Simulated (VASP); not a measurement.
Crystal: PbS.

```xyz
4
Lattice="4.9970 0.0000 0.0000 -2.4985 4.3276 0.0000 0.0000 0.0000 5.9977" Properties=species:S:1:pos:R:3 pbc="T T T"
Pb    0.0000    2.8850   -0.3843
Pb    2.4985    1.4425    2.6145
S     0.0000    2.8850    2.6335
S     2.4985    1.4425    5.6323
```

Base run:

```yaml
Program: VASP 6.6.1
Functional: PBE
Potentials_or_basis: VASP PAW PBE potentials, release 64 (Pb_d, S)
Cutoff: 520 eV
k_mesh: 6 × 6 × 4
Occupations: gaussian, width 0.01 eV
Spin: no spin polarisation
```

Its results: band gap on the k mesh 1.43 eV, direct; pressure 0.7 GPa.

**Question.** The run is repeated on the same cell with these changes: functional from PBE to r2SCAN. What comes out?

**Answer.** Band gap on the k mesh 1.73 eV, direct; pressure 0.0 GPa.

r2SCAN gives the wider gap, since meta-GGAs in the generalised Kohn-Sham scheme recover part of the derivative discontinuity.

Caveats: spin-orbit coupling is left out, which moves the levels of the heavy elements; the PAW data sets were made with another functional, which shifts forces and pressure a little (some runs).

A k mesh can miss the band edges.
